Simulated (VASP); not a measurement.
**Os4C: single point with LDA**

Os4C, a slab with vacuum:

```
CELL_PARAMETERS angstrom
2.71457 0.00000 0.00000
-1.35729 2.35089 0.00000
0.00000 0.00000 21.86615
ATOMIC_POSITIONS crystal
Os 0.66667 0.33333 0.18293
Os 0.33333 0.66667 0.28110
Os 0.66667 0.33333 0.37872
Os 0.33333 0.66667 0.47407
C 0.66667 0.83333 0.54882
```

- Program: VASP 6.6.1
- Task: single point
- Functional: LDA
- Potentials or basis: VASP PAW LDA potentials, release 64 (Os, C)
- Cutoff: 520 eV
- k mesh: 12 × 12 × 1
- Occupations: gaussian, width 0.1 eV
- Spin: no spin polarisation

The largest force is 2.308 eV/Å and the band gap on the k mesh is zero (bands 18 and 19 overlap by 2.96 eV).

Forces in eV/Å, atoms in the order of the input:
```
Os  -0.090 -0.052  1.059
Os   0.067  0.039 -0.967
Os  -0.517 -0.298 -2.229
Os  -0.166 -0.096  1.851
C    0.706  0.407  0.285
```

Levels at points of the mesh, in eV from the Fermi level:
| k point | band 14 | band 15 | band 16 | band 17 | band 18 | band 19 | band 20 | band 21 |
| --- | --- | --- | --- | --- | --- | --- | --- | --- |
| (0.00, 0.00, 0.00) | -2.64 | -2.34 | -2.34 | -1.54 | -1.31 | -0.86 | -0.03 | -0.01 |
| (0.50, 0.00, 0.00) | -1.03 | -0.52 | -0.49 | 1.09 | 1.37 | 2.05 | 2.10 | 2.29 |
| (0.00, 0.50, 0.00) | -1.61 | -0.40 | 0.58 | 0.95 | 1.74 | 2.02 | 2.15 | 2.32 |

Run time: 2.9 min on 1 thread of Intel(R) Xeon(R) 6975P-C (Granite Rapids), with other jobs on the host, peak memory 0.29 GiB.

Caveat: spin-orbit coupling is left out, which moves the levels of the heavy elements.
